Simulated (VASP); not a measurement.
# TaSiO4 (P6/mmm) in VASP: further runs, part 3 of 3

VASP 6.6.1. Earlier steps stand in the parts before.

**5. Single point, PBE**

This run uses another cell than the first one, of 14.08 Å³/atom, 1.276 times its volume.

The input, INCAR:

```
SYSTEM = TaSiO4
PREC     = Accurate       ! precision mode
ENCUT    = 520            ! plane-wave cutoff, eV
EDIFF    = 1E-6           ! SCF threshold, eV
ISMEAR   = 0              ! smearing method
SIGMA    = 0.1            ! smearing width, eV
LREAL    = .False.        ! projectors in reciprocal space
LASPH    = .True.         ! aspherical terms in the spheres
NELM     = 100            ! most SCF steps
ALGO     = Normal         ! electronic algorithm
ISIF     = 2              ! what is computed and relaxed
LWAVE    = .False.        ! write WAVECAR
LCHARG   = .True.         ! write CHGCAR
GGA      = PE             ! functional
LELF     = .True.         ! ELF
LVHAR    = .True.       
NBANDS   = 28             ! bands
```

The input, KPOINTS:

```
regular mesh
0
Gamma
  12 12 6
  0 0 0
```

The input, POSCAR:

```
TaSiO4
1.0
    3.6660443572      0.0000000000      0.0000000000
   -1.8330221786      3.1748875447      0.0000000000
    0.0000000000      0.0000000000      7.2556548506
Ta Si O
1 1 4
Direct
    0.0000000000      0.0000000000      0.5000000000
    0.0000000000      0.0000000000      0.0000000000
    0.0000000000      0.0000000000      0.7831592405
    0.0000000000      0.0000000000      0.2168407595
    0.3333333333      0.6666666667      0.5000000000
    0.6666666667      0.3333333333      0.5000000000
```

Potentials or basis: VASP PAW PBE potentials, release 64 (Ta_pv, Si, O).

On the command line:

```
cat potpaw_PBE.64/Ta_pv/POTCAR potpaw_PBE.64/Si/POTCAR potpaw_PBE.64/O/POTCAR > POTCAR
mpirun -np 1 vasp_std > vasp.out
```

OUTCAR:

```text
SYSTEM = TaSiO4
   PREC = Accurate
   ENCUT = 520
   EDIFF = 1E-6
   ISMEAR = 0
   LREAL = .False.
   LASPH = .True.
   NELM = 100
   ISIF = 2
   GGA = PE

 ion  position               nearest neighbor table
   1  0.000  0.000  0.500-   3 2.05   4 2.05   5 2.12   6 2.12   5 2.12   6 2.12   6 2.12   5 2.12

   2  0.000  0.000  0.000-   3 1.57   4 1.57
   3  0.000  0.000  0.783-   2 1.57   1 2.05
   4  0.000  0.000  0.217-   2 1.57   1 2.05
   5  0.333  0.667  0.500-   1 2.12   1 2.12   1 2.12
   6  0.667  0.333  0.500-   1 2.12   1 2.12   1 2.12

  LATTYP: Found a hexagonal cell.
 ALAT       =     3.6660443572
 C/A-ratio  =     1.9791508623

  Lattice vectors:

 A1 = (   3.6660443572,   0.0000000000,   0.0000000000)
 A2 = (  -1.8330221786,   3.1748875447,   0.0000000000)
 A3 = (   0.0000000000,   0.0000000000,   7.2556548506)

Analysis of symmetry for initial positions (statically):
=====================================================================
 Subroutine PRICEL returns:
 Original cell was already a primitive cell.

[... 180 lines left out ...]
 val. band max:        2.7038669348   @ k =   0.2500   0.2500   0.0000
 cond. band min:       2.7297363529   @ k =   0.3333   0.1667   0.0000
 fundamental gap:      0.0258694181
 Fermi energy:         2.7210811149

 k-point     1 :       0.0000    0.0000    0.0000
  band No.  band energies     occupation
      1     -32.8130      2.00000
      2     -32.2507      2.00000
      3     -32.2507      2.00000
      4     -17.4685      2.00000
      5     -16.7437      2.00000
      6     -16.6502      2.00000
[... 733 lines left out ...]
     27      10.4288      0.00000
     28      10.5225      0.00000

 [... further k-points ...]

------------------------ aborting loop because EDIFF is reached ----------------------------------------

  FORCE on cell =-STRESS in cart. coord.  units (eV):
  Direction    XX          YY          ZZ          XY          YZ          ZX
  --------------------------------------------------------------------------------------
  -------------------------------------------------------------------------------------
  Total        0.1598502      0.1598502      0.3167738      0.0000000     -0.0000000      0.0000000
  in kB        3.0326421      3.0326421      6.0097600      0.0000000     -0.0000000      0.0000000
  external PRESSURE =       4.0250148 kB  Pullay stress =       0.0000000 kB

 VOLUME and BASIS-vectors are now :
 -----------------------------------------------------------------------------
  energy-cutoff  :      520.00
  volume of cell :       84.45
      direct lattice vectors                 reciprocal lattice vectors
     3.666044357  0.000000000  0.000000000     0.272773568  0.157485893  0.000000000
    -1.833022179  3.174887545  0.000000000     0.000000000  0.314971786  0.000000000
     0.000000000  0.000000000  7.255654851     0.000000000  0.000000000  0.137823535

 POSITION                                       TOTAL-FORCE (eV/Angst)
 -----------------------------------------------------------------------------------
      0.00000      0.00000      3.62783        -0.000000      0.000000     -0.000000
      0.00000      0.00000      0.00000        -0.000000      0.000000     -0.000000
      0.00000      0.00000      5.68233        -0.000000      0.000000     -0.116077
      0.00000      0.00000      1.57332        -0.000000     -0.000000      0.116077
     -0.00000      2.11659      3.62783         0.000000      0.000000      0.000000
      1.83302      1.05830      3.62783        -0.000000      0.000000     -0.000000
 -----------------------------------------------------------------------------------
    total drift:                               -0.000000      0.000000     -0.000000

  FREE ENERGIE OF THE ION-ELECTRON SYSTEM (eV)
  ---------------------------------------------------
  free  energy   TOTEN  =       -47.7226038132 eV

  energy  without entropy=      -47.7149980830  energy(sigma->0) =      -47.71880095
```

OSZICAR:

```text
N       E                     dE             d eps       ncg     rms          rms(c)
DAV:   1     0.286783138524E+03    0.28678E+03   -0.20953E+04  4264   0.130E+03
DAV:   2    -0.406783162147E+02   -0.32746E+03   -0.31783E+03  5212   0.345E+02
DAV:   3    -0.593831116874E+02   -0.18705E+02   -0.18583E+02  4980   0.851E+01
DAV:   4    -0.595949251687E+02   -0.21181E+00   -0.21105E+00  5504   0.987E+00
DAV:   5    -0.595970883194E+02   -0.21632E-02   -0.21628E-02  5004   0.988E-01    0.322E+01
DAV:   6    -0.483651769452E+02    0.11232E+02   -0.48352E+01  4700   0.451E+01    0.123E+01
DAV:   7    -0.480473164625E+02    0.31786E+00   -0.44362E+00  4720   0.128E+01    0.920E+00
DAV:   8    -0.478194613264E+02    0.22786E+00   -0.13611E+00  5300   0.758E+00    0.379E+00
DAV:   9    -0.477226945348E+02    0.96767E-01   -0.29097E-01  5036   0.369E+00    0.561E-01
DAV:  10    -0.477223224577E+02    0.37208E-03   -0.26245E-02  4696   0.109E+00    0.348E-01
DAV:  11    -0.477223431671E+02   -0.20709E-04   -0.12638E-03  5492   0.254E-01    0.186E-01
DAV:  12    -0.477225905890E+02   -0.24742E-03   -0.42071E-04  4632   0.125E-01    0.441E-02
DAV:  13    -0.477226021879E+02   -0.11599E-04   -0.31103E-05  5148   0.422E-02    0.176E-02
DAV:  14    -0.477226042202E+02   -0.20323E-05   -0.79211E-06  4484   0.176E-02    0.652E-03
DAV:  15    -0.477226038132E+02    0.40707E-06   -0.16754E-06  3256   0.889E-03
   1 F= -.47722604E+02 E0= -.47718801E+02  d E =-.760573E-02
```

stdout:

```text
POSCAR found type information on POSCAR TaSiO
 POSCAR found :  3 types and       6 ions
 scaLAPACK will be used
 LDA part: xc-table for (Slater+PW92), standard interpolation
 POSCAR, INCAR and KPOINTS ok, starting setup
 FFT: planning ... GRIDC
 FFT: planning ... GRID_SOFT
 FFT: planning ... GRID
 WAVECAR not read
 entering main loop
```

Run time: 94 s. Hardware: 1 thread of AMD EPYC 9R45 (Zen 5), shared host; peak memory 0.27 GiB.

Results:

* Free energy: -47.7226 eV
* Pressure: 0.4 GPa
* Largest force: 0.116 eV/Å

Forces in eV/Å, atoms in the order of the input:
```
Ta   0.000  0.000  0.000
Si   0.000  0.000  0.000
O    0.000  0.000 -0.116
O    0.000  0.000  0.116
O    0.000  0.000  0.000
O    0.000  0.000  0.000
```

Stress tensor (GPa, compression positive):
```
0.30 0.00 0.00
0.00 0.30 0.00
0.00 0.00 0.60
```

Caveat: spin-orbit coupling is left out, which moves the levels of the heavy elements; an odd number of electrons without spin polarisation forces a metal; a magnetic or distorted state may lie lower.

**6. Single point, PBE**

The input, INCAR:

```
SYSTEM = TaSiO4
ALGO = Normal
EDIFF = 1E-6
ENCUT = 600
GGA = PE
GGA_COMPAT = .False.
ISIF = 2
ISMEAR = 0
LASPH = .True.
LCHARG = .False.
LREAL = .False.
LWAVE = .False.
NBANDS = 30
NELM = 120
PREC = Accurate
SIGMA = 0.1
```

The input, KPOINTS:

```
k-points
0
Gamma
  6 6 4
  0 0 0
```

The input, POSCAR:

```
TaSiO4
1.0
    3.4781902500      0.0000000000      0.0000000000
   -1.7390951200      3.0122011200      0.0000000000
    0.0000000000      0.0000000000      6.3193572100
Ta Si O
1 1 4
Direct
    0.0000000000      0.0000000000      0.5000000000
    0.0000000000      0.0000000000      0.0000000000
    0.0000000000      0.0000000000      0.8046376100
    0.0000000000      0.0000000000      0.1953623900
    0.3333333300      0.6666666700      0.5000000000
    0.6666666700      0.3333333300      0.5000000000
```

Potentials or basis: VASP PAW PBE potentials, release 64 (Ta_sv_GW, Si, O).

On the command line:

```
cat potpaw_PBE.64/Ta_sv_GW/POTCAR potpaw_PBE.64/Si/POTCAR potpaw_PBE.64/O/POTCAR > POTCAR
mpirun -np 1 vasp_std > vasp.out
```

OUTCAR:

```text
SYSTEM = TaSiO4
   EDIFF = 1E-6
   ENCUT = 600
   GGA = PE
   ISIF = 2
   ISMEAR = 0
   LASPH = .True.
   LREAL = .False.
   NELM = 120
   PREC = Accurate

 ion  position               nearest neighbor table
   1  0.000  0.000  0.500-   3 1.93   4 1.93   5 2.01   6 2.01   6 2.01   5 2.01   6 2.01   5 2.01
                             2 3.16   2 3.16
   2  0.000  0.000  0.000-   3 1.23   4 1.23   1 3.16   1 3.16
   3  0.000  0.000  0.805-   2 1.23   1 1.93
   4  0.000  0.000  0.195-   2 1.23   1 1.93
   5  0.333  0.667  0.500-   1 2.01   1 2.01   1 2.01
   6  0.667  0.333  0.500-   1 2.01   1 2.01   1 2.01

 -----------------------------------------------------------------------------
|                                                                             |
|           W    W    AA    RRRRR   N    N  II  N    N   GGGG   !!!           |
|           W    W   A  A   R    R  NN   N  II  NN   N  G    G  !!!           |
|           W    W  A    A  R    R  N N  N  II  N N  N  G       !!!           |
|           W WW W  AAAAAA  RRRRR   N  N N  II  N  N N  G  GGG   !            |
|           WW  WW  A    A  R   R   N   NN  II  N   NN  G    G                |
|           W    W  A    A  R    R  N    N  II  N    N   GGGG   !!!           |
|                                                                             |
|     The distance between some ions is very small. Please check the          |
|     nearest-neighbor list in the OUTCAR file.                               |
|     I HOPE YOU KNOW WHAT YOU ARE DOING!                                     |
|                                                                             |
 -----------------------------------------------------------------------------

  LATTYP: Found a hexagonal cell.
 ALAT       =     3.4781902500
 C/A-ratio  =     1.8168520857

  Lattice vectors:

 A1 = (   3.4781902500,   0.0000000000,   0.0000000000)
 A2 = (  -1.7390951200,   3.0122011200,   0.0000000000)
 A3 = (   0.0000000000,   0.0000000000,   6.3193572100)

Analysis of symmetry for initial positions (statically):
=====================================================================
 Subroutine PRICEL returns:
 Original cell was already a primitive cell.

 Routine SETGRP: Setting up the symmetry group for a
 hexagonal supercell.

 Subroutine GETGRP returns: Found 24 space group operations
 (whereof 24 operations were pure point group operations)
 out of a pool of 24 trial point group operations.

The static configuration has the point symmetry D_6h.

Analysis of symmetry for dynamics (positions and initial velocities):
=====================================================================
 Subroutine PRICEL returns:
 Original cell was already a primitive cell.

 Routine SETGRP: Setting up the symmetry group for a
 hexagonal supercell.

 Subroutine GETGRP returns: Found 24 space group operations
 (whereof 24 operations were pure point group operations)
 out of a pool of 24 trial point group operations.

The dynamic configuration has the point symmetry D_6h.

 Subroutine INISYM returns: Found 24 space group operations
 (whereof 24 operations are pure point group operations),
 and found     1 'primitive' translations

[... 63 lines left out ...]
  0.166667  0.166667  0.000000      6.000000
  0.333333  0.166667  0.000000     12.000000
[... 13 lines left out ...]
  0.333333  0.166667  0.500000     12.000000
  0.333333  0.333333  0.500000      2.000000
   k-points           NKPTS =     21   k-points in BZ     NKDIM =     21   number of bands    NBANDS=     30
   number of dos      NEDOS =    301   number of ions     NIONS =      6
   total plane-waves  NPLWV =  39200
   dimension x,y,z NGX =    28 NGY =   28 NGZ =   50
   dimension x,y,z NGXF=    56 NGYF=   56 NGZF=  100
   ions per type =               1   1   4
   NGX,Y,Z   is equivalent  to a cutoff of  13.38, 13.38, 13.15 a.u.
   NGXF,Y,Z  is equivalent  to a cutoff of  26.77, 26.77, 26.31 a.u.
 SYSTEM =  TaSiO4
   PREC   = accura    normal or accurate (medium, high low for compatibility)
   ISTART =      0    job   : 0-new  1-cont  2-samecut
   ICHARG =      2    charge: 1-file 2-atom 10-const
   ISPIN  =      1    spin polarized calculation?
   LNONCOLLINEAR =      F non collinear calculations
   LSORBIT =      F    spin-orbit coupling
   LASPH  =      T    aspherical Exc in radial PAW
   ENCUT  =  600.0 eV  44.10 Ry    6.64 a.u.   6.95  6.95 12.62*2*pi/ulx,y,z
   NELM   =    120;   NELMIN=  2; NELMDL= -5     # of ELM steps
   EDIFF  = 0.1E-05   stopping-criterion for ELM
   LREAL  =      F    real-space projection
   EDIFFG = 0.1E-04   stopping-criterion for IOM
   NSW    =      0    number of steps for IOM
   IBRION =     -1    ionic relax: 0-MD 1-quasi-New 2-CG
   NFREE  =      0    steps in history (QN), initial steepest desc. (CG)
   ISIF   =      2    stress and relaxation
   ISYM   =      2    0-nonsym 1-usesym 2-fastsym
   POTIM  = 0.5000    time-step for ionic-motion
   TEBEG  =    0.0;   TEEND  =   0.0 temperature during run
   PSTRESS=    0.0 pullay stress
   NELECT =      41.0000    total number of electrons
   NUPDOWN=      -1.0000    fix difference up-down
   EMIN   =  10.00;   EMAX   =-10.00  energy-range for DOS
   EFERMI =   0.00;   METHOD = LEGACY
   ISMEAR =     0;   SIGMA  =   0.10  broadening in eV -4-tet -1-fermi 0-gaus
   EFERMI_NEDOS =   21; number of points for ismear=-14 and -15
   IALGO  =     38    algorithm
   IMIX   =      4    mixing-type and parameters
     AMIX     =   0.40;   BMIX     =  1.00
     AMIX_MAG =   1.60;   BMIX_MAG =  1.00
  volume/ion in A,a.u.               =      11.03        74.47
  Fermi-wavevector in a.u.,A,eV,Ry     =   1.395402  2.636928 26.492545  1.947147
  Thomas-Fermi vector in A             =   2.518857
   LORBIT       =      0    0 simple, 1 ext, 2 COOP (PROOUT), +10 PAW based schemes
   GGA     = PE    functional components
   LHFCALC =     F    Hartree Fock is set to
   AEXX    =    0.0000 exact exchange contribution
   IVDW    =     0    specifies the selected vdW correction
   LEPSILON=     F    determine dielectric tensor
   LRPA    =     F    only Hartree local field effects (RPA)
 non-spin polarized calculation
 Gauss-broadening in eV      SIGMA  =   0.10
  energy-cutoff  :      600.00
  volume of cell :       66.21
 maximum number of plane-waves:      2228
 NGX is ok and might be reduce to    28
   NGX = 13   NGY = 13   NGZ = 25

 number of electron      41.0000002 magnetization

 Free energy of the ion-electron system (eV)
  ---------------------------------------------------
  ext. energy  EPLUGINS =         0.00000000
  ---------------------------------------------------
  free energy    TOTEN  =       -39.90370581 eV

  energy without entropy =      -39.89762903  energy(sigma->0) =      -39.90066742

 E-fermi :   7.5305     XC(G=0): -10.9295

 val. band max:        6.9619094883   @ k =   0.0000   0.0000   0.5000
 cond. band min:       7.5857776883   @ k =   0.3333   0.3333   0.2500
 fundamental gap:      0.6238682000
 Fermi energy:         7.5305325601

 k-point     1 :       0.0000    0.0000    0.0000
  band No.  band energies     occupation
      1     -61.5565      2.00000
      2     -28.6853      2.00000
      3     -27.8634      2.00000
      4     -27.8634      2.00000
      5     -16.8747      2.00000
      6     -15.0167      2.00000
[... 682 lines left out ...]
     29      16.8381      0.00000
     30      16.8381      0.00000

------------------------ aborting loop because EDIFF is reached ----------------------------------------

  FORCE on cell =-STRESS in cart. coord.  units (eV):
  Direction    XX          YY          ZZ          XY          YZ          ZX
  --------------------------------------------------------------------------------------
  -------------------------------------------------------------------------------------
  Total       15.6507150     15.6507151    107.0281778      0.0000000     -0.0000000      0.0000000
  in kB      378.7342333    378.7342344   2589.9925184      0.0000006     -0.0000000      0.0000000
  external PRESSURE =    1115.8203287 kB  Pullay stress =       0.0000000 kB

 VOLUME and BASIS-vectors are now :
 -----------------------------------------------------------------------------
  energy-cutoff  :      600.00
  volume of cell :       66.21
      direct lattice vectors                 reciprocal lattice vectors
     3.478190250  0.000000000  0.000000000     0.287505837  0.165991572  0.000000000
    -1.739095120  3.012201120  0.000000000     0.000000000  0.331983145  0.000000000
     0.000000000  0.000000000  6.319357210     0.000000000  0.000000000  0.158243943

 POSITION                                       TOTAL-FORCE (eV/Angst)
 -----------------------------------------------------------------------------------
      0.00000      0.00000      3.15968        -0.000000      0.000000     -0.000000
      0.00000      0.00000      0.00000        -0.000000      0.000000     -0.000000
      0.00000      0.00000      5.08479        -0.000000      0.000000    -32.188626
      0.00000      0.00000      1.23456        -0.000000     -0.000000     32.188626
     -0.00000      2.00813      3.15968         0.000000     -0.000000     -0.000000
      1.73910      1.00407      3.15968        -0.000000      0.000000      0.000000
 -----------------------------------------------------------------------------------
    total drift:                                0.000000      0.000000      0.000000

  FREE ENERGIE OF THE ION-ELECTRON SYSTEM (eV)
  ---------------------------------------------------
  free  energy   TOTEN  =       -39.9037058125 eV

  energy  without entropy=      -39.8976290331  energy(sigma->0) =      -39.90066742
```

Wall time 75 s (1 thread of AMD EPYC 7R43 (Zen 3), shared host); peak memory 0.18 GiB.

Results:

```yaml
Free_energy: -39.9037 eV
Pressure: 111.6 GPa
Largest_force: 32.189 eV/Å
```

Forces in eV/Å, atoms in the order of the input:
```
Ta    0.000   0.000   0.000
Si    0.000   0.000   0.000
O     0.000   0.000 -32.189
O     0.000   0.000  32.189
O     0.000   0.000   0.000
O     0.000   0.000   0.000
```

Caveat: spin-orbit coupling is left out, which moves the levels of the heavy elements; an odd number of electrons without spin polarisation forces a metal; a magnetic or distorted state may lie lower.

**7. Overview**

```tsv
task	potentials or basis	cell	k mesh	cutoff (eV)	second run	gap on the mesh (eV)	pressure (GPa)	largest force (eV/Å)
single point	VASP PAW PBE potentials, release 64 (Ta_pv, Si, O)	a = 3.478, b = 3.478, c = 6.319 Å, angles 90.0, 90.0, 120.0°, 6 atoms	6 × 6 × 4	520	-	none	112.3	32.22
single point	VASP PAW PBE potentials, release 64 (Ta_pv, Si, O)	a = 3.665, b = 3.665, c = 7.262 Å, angles 90.0, 90.0, 120.0°, 6 atoms	6 × 6 × 4	520	-	none	0.4	0.11
relaxation of cell and atoms	VASP PAW PBE potentials, release 64 (Ta_pv, Si, O)	relaxed from a = 3.478, b = 3.478, c = 6.319 Å, angles 90.0, 90.0, 120.0°, 6 atoms	6 × 6 × 4	600	-	none	0.1	0.01
single point	VASP PAW PBE potentials, release 64 (Ta_pv, Si, O)	a = 3.666, b = 3.666, c = 7.256 Å, angles 90.0, 90.0, 120.0°, 6 atoms	12 × 12 × 6	520	-	none	0.4	0.12
single point	VASP PAW PBE potentials, release 64 (Ta_sv_GW, Si, O)	a = 3.478, b = 3.478, c = 6.319 Å, angles 90.0, 90.0, 120.0°, 6 atoms	6 × 6 × 4	600	valence_matched	none	111.6	32.19
```

Alike in all rows: level PBE; no spin polarisation; smearing gaussian 0.1 eV.

Caveats: spin-orbit coupling is left out, which moves the levels of the heavy elements; an odd number of electrons without spin polarisation forces a metal; a magnetic or distorted state may lie lower; the volume moved by over 15 % at a fixed basis, so the end points are rough (some runs).

Absolute energies hang on the potentials; compare differences alone.
